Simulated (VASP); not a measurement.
# SiMo3 (Cmmm) in VASP: notebook

Runs on SiMo3. Level: PBE. Tasks: single point.

Everything below comes from runs of VASP 6.6.1. Logs are shortened: lines on timing, memory, paths and dates and some standing lists are left out, and cuts for length are marked.

## (1) The cell of the first run

Symmetry: Cmmm, No. 65, orthorhombic system. Conventional cell: a = 3.266 Å, b = 4.479 Å, c = 8.271 Å, α = 90.00°, β = 90.00°, γ = 90.00°. Si (site symmetry mmm) has 8 Mo at 2.55 to 2.97 Å and 6 Si at 2.77 to 3.27 Å within 3.4 Å. Mo (site symmetry mm2) has 4 Si at 2.55 to 2.97 Å and 10 Mo at 2.72 to 3.27 Å within 3.4 Å. Within 3.6 Å of Mo (site symmetry mmm) lie 14 Mo at 2.72 to 3.27 Å.

## (2) Single point, PBE

INCAR

```
SYSTEM = SiMo3
PREC = Accurate
ENCUT = 500
EDIFF = 1E-6
ISMEAR = 0
SIGMA = 0.2
LREAL = .False.
LASPH = .True.
NELM = 120
ALGO = Normal
ISIF = 2
LWAVE = .False.
LCHARG = .False.
GGA = PE
NBANDS = 31
GGA_COMPAT = .False.
```

KPOINTS

```
regular mesh
0
Gamma
  7 7 2
  0 0 0
```

POSCAR

```
SiMo3
1.0
    1.6331310341     -2.2395841936      0.0000000000
    1.6331310341      2.2395841936      0.0000000000
    0.0000000000      0.0000000000      8.2712316516
Si Mo
1 3
Direct
    0.0000000000      0.0000000000      0.0000000000
    0.5000000000      0.5000000000      0.7632440645
    0.0000000000      0.0000000000      0.5000000000
    0.5000000000      0.5000000000      0.2367559355
```

Potentials or basis: VASP PAW PBE potentials, release 64 (Si, Mo_sv).

Launch:

```bash
cat potpaw_PBE.64/Si/POTCAR potpaw_PBE.64/Mo_sv/POTCAR > POTCAR
mpirun -np 1 vasp_std > vasp.out
```

OUTCAR:

```text
SYSTEM = SiMo3
   PREC = Accurate
   ENCUT = 500
   EDIFF = 1E-6
   ISMEAR = 0
   LREAL = .False.
   LASPH = .True.
   NELM = 120
   ISIF = 2
   GGA = PE

 ion  position               nearest neighbor table
   1  0.000  0.000  0.000-   2 2.55   4 2.55   2 2.55   4 2.55   2 2.97   4 2.97   2 2.97   4 2.97

   2  0.500  0.500  0.763-   1 2.55   1 2.55   3 2.72   3 2.72   1 2.97   1 2.97   3 3.12   3 3.12

   3  0.000  0.000  0.500-   2 2.72   4 2.72   2 2.72   4 2.72   2 3.12   4 3.12   2 3.12   4 3.12

   4  0.500  0.500  0.237-   1 2.55   1 2.55   3 2.72   3 2.72   1 2.97   1 2.97   3 3.12   3 3.12

  LATTYP: Found a base centered orthorhombic cell.
 ALAT       =     3.2662620682
 B/A-ratio  =     1.3713438462
 C/A-ratio  =     2.5323233344

  Lattice vectors:

 A1 = (   1.6331310341,  -2.2395841936,   0.0000000000)
 A2 = (   1.6331310341,   2.2395841936,   0.0000000000)
 A3 = (   0.0000000000,   0.0000000000,   8.2712316516)

Analysis of symmetry for initial positions (statically):
=====================================================================
 Subroutine PRICEL returns:
 Original cell was already a primitive cell.

 Routine SETGRP: Setting up the symmetry group for a
 base centered orthorhombic supercell.

 Subroutine GETGRP returns: Found  8 space group operations
 (whereof  8 operations were pure point group operations)
 out of a pool of  8 trial point group operations.

The static configuration has the point symmetry D_2h.

Analysis of symmetry for dynamics (positions and initial velocities):
=====================================================================
 Subroutine PRICEL returns:
 Original cell was already a primitive cell.

 Routine SETGRP: Setting up the symmetry group for a
 base centered orthorhombic supercell.

 Subroutine GETGRP returns: Found  8 space group operations
 (whereof  8 operations were pure point group operations)
 out of a pool of  8 trial point group operations.

The dynamic configuration has the point symmetry D_2h.

 Subroutine INISYM returns: Found  8 space group operations
 (whereof  8 operations are pure point group operations),
 and found     1 'primitive' translations

----------------------------------------------------------------------------------------

                                     Primitive cell

  volume of cell :      60.5046

  direct lattice vectors                    reciprocal lattice vectors
     1.633131034 -2.239584194  0.000000000     0.306160369 -0.223255728  0.000000000
     1.633131034  2.239584194  0.000000000     0.306160369  0.223255728  0.000000000
     0.000000000  0.000000000  8.271231652     0.000000000  0.000000000  0.120900978

  length of vectors
     2.771796229  2.771796229  8.271231652     0.378915943  0.378915943  0.120900978

  position of ions in fractional coordinates (direct lattice)
     0.000000000  0.000000000  0.000000000
     0.500000000  0.500000000  0.763244065
     0.000000000  0.000000000  0.500000000
     0.500000000  0.500000000  0.236755935

  ion indices of the primitive-cell ions
   primitive index   ion index
                 1           1
                 2           2
                 3           3
                 4           4

----------------------------------------------------------------------------------------

 KPOINTS: regular mesh

Automatic generation of k-mesh.
 Grid dimensions read from file:
 generate k-points for:    7    7    2

 Generating k-lattice:

  Cartesian coordinates                     Fractional coordinates (reciprocal lattice)
     0.043737196 -0.031893675  0.000000000     0.142857143  0.000000000  0.000000000
     0.043737196  0.031893675  0.000000000     0.000000000  0.142857143  0.000000000
     0.000000000  0.000000000  0.060450489     0.000000000  0.000000000  0.500000000

  Length of vectors
     0.054130849  0.054130849  0.060450489

  Shift w.r.t. Gamma in fractional coordinates (k-lattice)
     0.000000000  0.000000000  0.000000000

 Subroutine IBZKPT returns following result:
 ===========================================

 Found     32 irreducible k-points:

 Following reciprocal coordinates:
            Coordinates               Weight
  0.000000  0.000000  0.000000      1.000000
  0.142857 -0.000000  0.000000      4.000000
  0.285714  0.000000  0.000000      4.000000
  0.428571  0.000000  0.000000      4.000000
  0.142857  0.142857  0.000000      2.000000
  0.285714  0.142857  0.000000      4.000000
[... 16 lines left out ...]
  0.428571  0.142857  0.500000      4.000000
 -0.428571  0.142857  0.500000      4.000000
 [... further k-points ...]
   k-points           NKPTS =     32   k-points in BZ     NKDIM =     32   number of bands    NBANDS=     31
   number of dos      NEDOS =    301   number of ions     NIONS =      4
   total plane-waves  NPLWV =  24000
   dimension x,y,z NGX =    20 NGY =   20 NGZ =   60
   dimension x,y,z NGXF=    40 NGYF=   40 NGZF=  120
   ions per type =               1   3
   NGX,Y,Z   is equivalent  to a cutoff of  12.00, 12.00, 12.06 a.u.
   NGXF,Y,Z  is equivalent  to a cutoff of  23.99, 23.99, 24.12 a.u.
 SYSTEM =  SiMo3
   PREC   = accura    normal or accurate (medium, high low for compatibility)
   ISTART =      0    job   : 0-new  1-cont  2-samecut
   ICHARG =      2    charge: 1-file 2-atom 10-const
   ISPIN  =      1    spin polarized calculation?
   LNONCOLLINEAR =      F non collinear calculations
   LSORBIT =      F    spin-orbit coupling
   LASPH  =      T    aspherical Exc in radial PAW
   ENCUT  =  500.0 eV  36.75 Ry    6.06 a.u.   5.05  5.05 15.08*2*pi/ulx,y,z
   NELM   =    120;   NELMIN=  2; NELMDL= -5     # of ELM steps
   EDIFF  = 0.1E-05   stopping-criterion for ELM
   LREAL  =      F    real-space projection
   EDIFFG = 0.1E-04   stopping-criterion for IOM
   NSW    =      0    number of steps for IOM
   IBRION =     -1    ionic relax: 0-MD 1-quasi-New 2-CG
   NFREE  =      0    steps in history (QN), initial steepest desc. (CG)
   ISIF   =      2    stress and relaxation
   ISYM   =      2    0-nonsym 1-usesym 2-fastsym
   POTIM  = 0.5000    time-step for ionic-motion
   TEBEG  =    0.0;   TEEND  =   0.0 temperature during run
   PSTRESS=    0.0 pullay stress
   NELECT =      46.0000    total number of electrons
   NUPDOWN=      -1.0000    fix difference up-down
   EMIN   =  10.00;   EMAX   =-10.00  energy-range for DOS
   EFERMI =   0.00;   METHOD = LEGACY
   ISMEAR =     0;   SIGMA  =   0.20  broadening in eV -4-tet -1-fermi 0-gaus
   EFERMI_NEDOS =   21; number of points for ismear=-14 and -15
   IALGO  =     38    algorithm
   IMIX   =      4    mixing-type and parameters
     AMIX     =   0.40;   BMIX     =  1.00
     AMIX_MAG =   1.60;   BMIX_MAG =  1.00
  volume/ion in A,a.u.               =      15.13       102.08
  Fermi-wavevector in a.u.,A,eV,Ry     =   1.494163  2.823558 30.375310  2.232522
  Thomas-Fermi vector in A             =   2.606471
   LORBIT       =      0    0 simple, 1 ext, 2 COOP (PROOUT), +10 PAW based schemes
   GGA     = PE    functional components
   LHFCALC =     F    Hartree Fock is set to
   AEXX    =    0.0000 exact exchange contribution
   IVDW    =     0    specifies the selected vdW correction
   LEPSILON=     F    determine dielectric tensor
   LRPA    =     F    only Hartree local field effects (RPA)
 non-spin polarized calculation
 Gauss-broadening in eV      SIGMA  =   0.20
  energy-cutoff  :      500.00
  volume of cell :       60.50
 maximum number of plane-waves:      1552
   NGX = 11   NGY = 11   NGZ = 31

 number of electron      46.0000011 magnetization

 Free energy of the ion-electron system (eV)
  ---------------------------------------------------
  ext. energy  EPLUGINS =         0.00000000
  ---------------------------------------------------
  free energy    TOTEN  =       -38.38085648 eV

  energy without entropy =      -38.33603062  energy(sigma->0) =      -38.35844355

 E-fermi :  12.2760     XC(G=0): -12.9421

 val. band max:       12.2678751772   @ k =   0.4286   0.1429   0.5000
 cond. band min:      12.3046023840   @ k =  -0.2857   0.2857   0.0000
 fundamental gap:      0.0367272067
 Fermi energy:        12.2760043532

 k-point     1 :       0.0000    0.0000    0.0000
  band No.  band energies     occupation
      1     -49.0226      2.00000
      2     -48.8999      2.00000
      3     -48.8241      2.00000
      4     -23.4946      2.00000
      5     -23.0385      2.00000
      6     -22.8180      2.00000
[... 23 lines left out ...]
     30      14.2946      0.00000
     31      15.3139      0.00000

 k-point     2 :       0.1429   -0.0000    0.0000
  band No.  band energies     occupation
      1     -48.9937      2.00000
      2     -48.8797      2.00000
      3     -48.8132      2.00000
      4     -23.4469      2.00000
      5     -23.1072      2.00000
      6     -22.8375      2.00000
[... 23 lines left out ...]
     30      14.5185      0.00000
     31      16.8160      0.00000

 k-point     3 :       0.2857    0.0000    0.0000
  band No.  band energies     occupation
      1     -48.9235      2.00000
      2     -48.8340      2.00000
      3     -48.7931      2.00000
      4     -23.4005      2.00000
      5     -23.3348      2.00000
      6     -23.0856      2.00000
[... 23 lines left out ...]
     30      14.4394      0.00000
     31      15.3649      0.00000

 k-point     4 :       0.4286    0.0000    0.0000
  band No.  band energies     occupation
      1     -48.8542      2.00000
      2     -48.7970      2.00000
      3     -48.7894      2.00000
      4     -23.5597      2.00000
      5     -23.5554      2.00000
      6     -23.3801      2.00000
[... 635 lines left out ...]
     30      14.9749      0.00000
     31      16.6063      0.00000

 k-point    23 :       0.4286    0.1429    0.5000
  band No.  band energies     occupation
      1     -48.8293      2.00000
      2     -48.7797      2.00000
      3     -48.7782      2.00000
      4     -23.5307      2.00000
      5     -23.5284      2.00000
      6     -23.3687      2.00000
[... 23 lines left out ...]
     30      16.0732      0.00000
     31      16.9819      0.00000

 k-point    24 :      -0.4286    0.1429    0.5000
  band No.  band energies     occupation
      1     -48.8612      2.00000
      2     -48.7844      2.00000
      3     -48.7551      2.00000
      4     -23.4874      2.00000
      5     -23.4849      2.00000
      6     -23.3389      2.00000
[... 23 lines left out ...]
     30      16.1956      0.00000
     31      16.5278      0.00000

 [... further k-points ...]

------------------------ aborting loop because EDIFF is reached ----------------------------------------

  FORCE on cell =-STRESS in cart. coord.  units (eV):
  Direction    XX          YY          ZZ          XY          YZ          ZX
  --------------------------------------------------------------------------------------
  -------------------------------------------------------------------------------------
  Total        0.0374749      0.2402082      0.0174191     -0.0000000      0.0000000      0.0000000
  in kB        0.9923442      6.3607711      0.4612614     -0.0000000      0.0000000      0.0000000
  external PRESSURE =       2.6047922 kB  Pullay stress =       0.0000000 kB

 VOLUME and BASIS-vectors are now :
 -----------------------------------------------------------------------------
  energy-cutoff  :      500.00
  volume of cell :       60.50
      direct lattice vectors                 reciprocal lattice vectors
     1.633131034 -2.239584194  0.000000000     0.306160369 -0.223255728  0.000000000
     1.633131034  2.239584194  0.000000000     0.306160369  0.223255728  0.000000000
     0.000000000  0.000000000  8.271231652     0.000000000  0.000000000  0.120900978

 POSITION                                       TOTAL-FORCE (eV/Angst)
 -----------------------------------------------------------------------------------
      0.00000      0.00000      0.00000        -0.000000      0.000000      0.000000
      1.63313      0.00000      6.31297         0.000000     -0.000000      0.010462
      0.00000      0.00000      4.13562        -0.000000     -0.000000      0.000000
      1.63313      0.00000      1.95826        -0.000000     -0.000000     -0.010462
 -----------------------------------------------------------------------------------
    total drift:                                0.000000      0.000000      0.000000

  FREE ENERGIE OF THE ION-ELECTRON SYSTEM (eV)
  ---------------------------------------------------
  free  energy   TOTEN  =       -38.3808564809 eV

  energy  without entropy=      -38.3360306227  energy(sigma->0) =      -38.35844355
```

Run time: 63 s. Hardware: 1 thread of Intel Xeon 8259CL, shared host; peak memory 0.19 GiB.

Results:

```
Free energy            : -38.3809 eV
Pressure               : 0.3 GPa
Largest force          : 0.010 eV/Å
Band gap on the k mesh : zero (band 23 reaches 13.10 eV, above the bottom of band 24 at 11.59 eV)
```

Forces on the atoms (eV/Å):
```
Si   0.000  0.000  0.000
Mo   0.000  0.000  0.010
Mo   0.000  0.000  0.000
Mo   0.000  0.000 -0.010
```

Levels at points of the mesh, in eV from the Fermi level:
```tsv
k point	band 21	band 22	band 23	band 24	band 25	band 26
(0.00, 0.00, 0.00)	-1.17	-1.16	-0.11	0.32	1.08	1.27
(0.00, 0.00, 0.50)	-1.38	-1.09	-0.21	0.49	1.01	1.24
```

Caveat: the k points lie up to 0.38 Å⁻¹ apart.

## (3) Single point, PBE

This run uses another cell than the first one, of 16.43 Å³/atom, 1.086 times its volume.

INCAR

```
PREC     = Accurate       # precision mode
ENCUT    = 500            # plane-wave cutoff, eV
EDIFF    = 1E-6           # SCF threshold, eV
ISMEAR   = 0              # smearing method
SIGMA    = 0.2            # smearing width, eV
LREAL    = False          # projectors in reciprocal space
LASPH    = True           # aspherical terms in the spheres
NELM     = 120            # most SCF steps
ALGO     = Normal         # electronic algorithm
ISIF     = 2              # what is computed and relaxed
LWAVE    = False          # write WAVECAR
LCHARG   = True           # write CHGCAR
GGA      = PE             # functional
LELF     = True           # ELF
LVHAR    = True         
NBANDS   = 31             # bands
GGA_COMPAT= False
```

KPOINTS

```
regular mesh
0
Gamma
  5 5 6
```

POSCAR

```
SiMo3
1.0
    2.4599818180     -5.0861876122      0.0000000000
    2.4599818180      5.0861876122      0.0000000000
    0.0000000000      0.0000000000      2.6264071231
Si Mo
1 3
Direct
    0.5000000000      0.5000000000      0.5000000000
    0.7416190465      0.2583809535      0.5000000000
    0.2583809535      0.7416190465      0.5000000000
    0.0000000000      0.0000000000      0.0000000000
```

Potentials or basis: VASP PAW PBE potentials, release 64 (Si, Mo_sv).

Launch:

```bash
cat potpaw_PBE.64/Si/POTCAR potpaw_PBE.64/Mo_sv/POTCAR > POTCAR
mpirun -np 1 vasp_std > vasp.out
```

OUTCAR:

```text
PREC = Accurate
   ENCUT = 500
   EDIFF = 1E-6
   ISMEAR = 0
   LREAL = False
   LASPH = True
   NELM = 120
   ISIF = 2
   GGA = PE

 ion  position               nearest neighbor table
   1  0.500  0.500  0.500-   2 2.46   3 2.46   4 2.79   4 2.79   4 2.79   4 2.79
   2  0.742  0.258  0.500-   1 2.46   3 2.47   3 2.47   4 2.94   4 2.94
   3  0.258  0.742  0.500-   1 2.46   2 2.47   2 2.47   4 2.94   4 2.94
   4  0.000  0.000  0.000-   1 2.79   1 2.79   1 2.79   1 2.79   2 2.94   3 2.94   3 2.94   2 2.94

  LATTYP: Found a base centered orthorhombic cell.
[... 1018 lines left out ...]
  --------------------------------------------------------------------------------------
  -------------------------------------------------------------------------------------
  Total        0.2159631      0.0025406      0.1280906      0.0000000      0.0000000      0.0000000
  in kB        5.2647034      0.0619340      3.1225656      0.0000000      0.0000000      0.0000000
  external PRESSURE =       2.8164010 kB  Pullay stress =       0.0000000 kB

 VOLUME and BASIS-vectors are now :
 -----------------------------------------------------------------------------
  energy-cutoff  :      500.00
  volume of cell :       65.72
      direct lattice vectors                 reciprocal lattice vectors
     2.459981818 -5.086187612  0.000000000     0.203253535 -0.098305457  0.000000000
     2.459981818  5.086187612  0.000000000     0.203253535  0.098305457  0.000000000
     0.000000000  0.000000000  2.626407123     0.000000000  0.000000000  0.380748282

 POSITION                                       TOTAL-FORCE (eV/Angst)
 -----------------------------------------------------------------------------------
      2.45998      0.00000      1.31320         0.000000      0.000000      0.000000
      2.45998     -2.45784      1.31320        -0.000000      0.038748      0.000000
      2.45998      2.45784      1.31320        -0.000000     -0.038748     -0.000000
      0.00000      0.00000      0.00000        -0.000000      0.000000      0.000000
 -----------------------------------------------------------------------------------
    total drift:                                0.000000      0.000000     -0.000000

  FREE ENERGIE OF THE ION-ELECTRON SYSTEM (eV)
  ---------------------------------------------------
  free  energy   TOTEN  =       -35.5325284041 eV

  energy  without entropy=      -35.4531947932  energy(sigma->0) =      -35.49286160
```

stdout:

```text
POSCAR found type information on POSCAR SiMo
 POSCAR found :  2 types and       4 ions
 scaLAPACK will be used
 LDA part: xc-table for (Slater+PW92), standard interpolation
 POSCAR, INCAR and KPOINTS ok, starting setup
 FFT: planning ... GRIDC
 FFT: planning ... GRID_SOFT
 FFT: planning ... GRID
 WAVECAR not read
 entering main loop
```

Wall time 2 min (1 thread of Intel Xeon 8259CL, shared host); peak memory 0.21 GiB.

Results:

| Quantity | Value |
| --- | --- |
| Free energy | -35.5325 eV |
| Pressure | 0.3 GPa |
| Largest force | 0.039 eV/Å |
| Band gap on the k mesh | zero (band 23 reaches 11.87 eV, above the bottom of band 24 at 10.39 eV) |

Forces on the atoms (eV/Å):
```
Si   0.000  0.000  0.000
Mo   0.000  0.039  0.000
Mo   0.000 -0.039  0.000
Mo   0.000  0.000  0.000
```

Stress tensor (GPa, compression positive):
```
0.53 0.00 0.00
0.00 0.01 0.00
0.00 0.00 0.31
```

Levels at points of the mesh, in eV from the Fermi level:
```
           k point  band 19  band 20  band 21  band 22  band 23  band 24  band 25  band 26  band 27  band 28
(0.00, 0.00, 0.00)    -2.53    -2.22    -2.20    -0.39     0.18     0.24     0.77     1.73     2.31     2.40
(0.00, 0.00, 0.50)    -3.33    -2.49    -1.13    -0.88     0.34     0.84     1.63     2.19     2.95     3.78
```

Caveat: the k points lie up to 0.40 Å⁻¹ apart.
